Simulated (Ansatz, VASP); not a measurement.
AlN in VASP and in Ansatz

File INCAR:

```
PREC     = Accurate       # precision mode
ENCUT    = 520            # plane-wave cutoff, eV
EDIFF    = 1E-7           # SCF threshold, eV
ISMEAR   = -1             # smearing method
SIGMA    = 0.02           # smearing width, eV
LREAL    = F              # projectors in reciprocal space
LASPH    = T              # aspherical terms in the spheres
NELM     = 100            # most SCF steps
ALGO     = Normal         # electronic algorithm
ISIF     = 2              # what is computed and relaxed
LWAVE    = F              # write WAVECAR
LCHARG   = F              # write CHGCAR
GGA      = PE             # functional
NBANDS   = 16             # bands
```

Contents of KPOINTS:

```
regular mesh
0
Gamma
  12 12 6
```

File POSCAR:

```
AlN
1.0
    3.1066945332      0.0000000000      0.0000000000
   -1.5533472666      2.6904763876      0.0000000000
    0.0000000000      0.0000000000      4.9785887007
Al N
2 2
Direct
    0.3333333333      0.6666666667     -0.0007956004
    0.6666666667      0.3333333333      0.4992043996
    0.3333333333      0.6666666667      0.3807956004
    0.6666666667      0.3333333333      0.8807956004
```

Input for Ansatz:

```yaml
crystal:
  lattice:
    - [3.1066945332, 0.0, 0.0]
    - [-1.5533472666, 2.6904763876, 0.0]
    - [0.0, 0.0, 4.9785887007]
  atoms:
    - { symbol: Al, position: [0.3333333333, 0.6666666667, -0.0007956004] }
    - { symbol: Al, position: [0.6666666667, 0.3333333333, 0.4992043996] }
    - { symbol: "N", position: [0.3333333333, 0.6666666667, 0.3807956004] }
    - { symbol: "N", position: [0.6666666667, 0.3333333333, 0.8807956004] }
kpoints:
  mp_grid: { grid: [12, 12, 6] }
  band_path:
    path:
      - [[0.0, 0.0, 0.0], [0.5, 5.648859728545e-18, -1.378891209815e-34], [0.3333333333333, 0.3333333333333, -9.763987154942e-35], [0.0, 0.0, 0.0], [1.021711831998e-51, 3.508820749964e-52, 0.5], [0.5, 5.648859728545e-18, 0.5], [0.3333333333333, 0.3333333333333, 0.5], [1.021711831998e-51, 3.508820749964e-52, 0.5]]
      - [[0.5, 5.648859728545e-18, 0.5], [0.5, 5.648859728545e-18, -1.378891209815e-34]]
      - [[0.3333333333333, 0.3333333333333, 0.5], [0.3333333333333, 0.3333333333333, -9.763987154942e-35]]
    npoints: 10
hamiltonian:
  xc: pbe
scf:
  occupations: { method: fermi_dirac, width: 0.02 }
  n_extra_bands: 5
output:
  forces: true
  stress: true
  eigenvalues: true
  write_density: true
  write_potential: true
  elf: true
  volumetric_format: npy
```

Alike in both runs: task single point; functional PBE; k mesh 12 × 12 × 6; occupations fermi-dirac, width 0.02 eV; no spin polarisation.

|  | VASP | Ansatz |
| --- | --- | --- |
| version | VASP 6.6.1 | Ansatz 0.2.0 |
| potentials or method | VASP PAW PBE potentials, release 64 (Al, N) | plane waves, PAW |
| plane-wave cutoff (eV) | 520 | 420 |
| valence electrons in the cell | 16 | 16 |

|  | VASP | Ansatz | Ansatz less VASP |
| --- | --- | --- | --- |
| gap on the k mesh at the Fermi level (eV) | 4.24 | 4.23 | -0.011 |
| pressure (GPa) | 4.4 | 4.6 | +0.26 |
| traceless stress, the component that is largest in VASP (GPa) | -0.10 | -0.14 | -0.043 |
| rms of the force components (eV/Å) | 0.005 | 0.005 | +0.0002 |

Atom by atom the forces differ by 0.000 eV/Å (rms over components). The functional is the same, so the differences come from potentials, cutoffs and numerics.
